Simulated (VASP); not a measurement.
TiCo, 2 atoms in the cell. It takes space group P4mm (No. 99, tetragonal). Conventional cell: a = 2.986 Å, b = 2.986 Å, c = 2.986 Å, α = 90.00°, β = 90.00°, γ = 90.00°. Ti (site symmetry 4mm) has 8 Co at 2.53 to 2.65 Å and 6 Ti at 2.99 Å within 3.3 Å. Co (site symmetry 4mm) has 8 Ti at 2.53 to 2.65 Å and 6 Co at 2.99 Å within 3.3 Å. 

- Program: VASP 6.6.1
- Task: single point
- Functional: PBE
- Potentials or basis: VASP PAW PBE potentials, release 64 (Ti_sv, Co)
- Cutoff: 520 eV
- k mesh: 12 × 12 × 12
- Occupations: gaussian, width 0.05 eV
- Spin: collinear spin, ferromagnetic start
- Starting moments: [-0.02, 0.98] μB
- Dipole correction: no
- Further INCAR settings: ALGO = Normal; EDIFF = 1e-07; NBANDS = 22

Potentials or basis: VASP PAW PBE potentials, release 64 (Ti_sv, Co).

Command:

```sh
$ cat potpaw_PBE.64/Ti_sv/POTCAR potpaw_PBE.64/Co/POTCAR > POTCAR
$ mpirun -np 1 vasp_std > vasp.out
```

Hardware: 1 thread of Intel(R) Xeon(R) Platinum 8488C (Sapphire Rapids) (shared host).

**Question.** Estimate the wall time of this run.

**Answer.** Wall time 120 s on 1 thread of Intel(R) Xeon(R) Platinum 8488C (Sapphire Rapids), on a shared host, peak memory 0.29 GiB. Counts: scf iterations 19, k points 196.
